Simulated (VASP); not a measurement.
Here is a VASP 6.6.1 calculation.

POSCAR

```
LiBe
1.0
    2.8080400000      0.0215900000      0.0069600000
    0.0215900000      2.8012900000      0.0089800000
    0.0069600000      0.0089800000      2.8032700000
Li Be
1 1
Direct
    0.0248500000      0.0329100000      0.0354800000
    0.4863907177      0.4953662897      0.5325956227
```

Contents of INCAR.step1:

```
SYSTEM = LiBe
PREC = Accurate ; ENCUT = 520
ISMEAR = -1 ; SIGMA = 0.1
LREAL = .FALSE. ; LASPH = .TRUE.
NELM = 100 ; NBANDS = 10
GGA = PE ; ALGO = Normal
EDIFF = 1E-4 ; LWAVE = .TRUE.
LCHARG = .FALSE.
```

INCAR.step2

```
SYSTEM = LiBe
PREC = Accurate ; ENCUT = 520
EDIFF = 1E-7 ; ISMEAR = -1
SIGMA = 0.1 ; LREAL = .FALSE.
LASPH = .TRUE. ; NELM = 100
ALGO = Normal ; ISIF = 2
LWAVE = .FALSE. ; LCHARG = .FALSE.
METAGGA = R2SCAN ; LMIXTAU = .TRUE.
NBANDS = 10 ; ISTART = 1
```

KPOINTS

```
Automatic mesh
0
G
  7 7 7
  0 0 0
```

Potentials or basis: VASP PAW PBE potentials, release 64 (Li_sv, Be).

Command:

```sh
$ cat potpaw_PBE.64/Li_sv/POTCAR potpaw_PBE.64/Be/POTCAR > POTCAR
$ cp INCAR.step1 INCAR
$ mpirun -np 1 vasp_std > vasp.out
$ cp INCAR.step2 INCAR
$ mpirun -np 1 vasp_std > vasp.out
```

**Question.** What does it give for the largest force?

**Answer.** 0.723 eV/Å.

**Question.** Predict the band gap on the k mesh.

**Answer.** Zero (an odd number of electrons rules out a gap without spin polarisation).

Forces on the atoms (eV/Å):
```
Li  -0.521 -0.500 -0.033
Be   0.521  0.500  0.033
```

Caveat: the PAW data sets were made with another functional, which shifts forces and pressure a little.
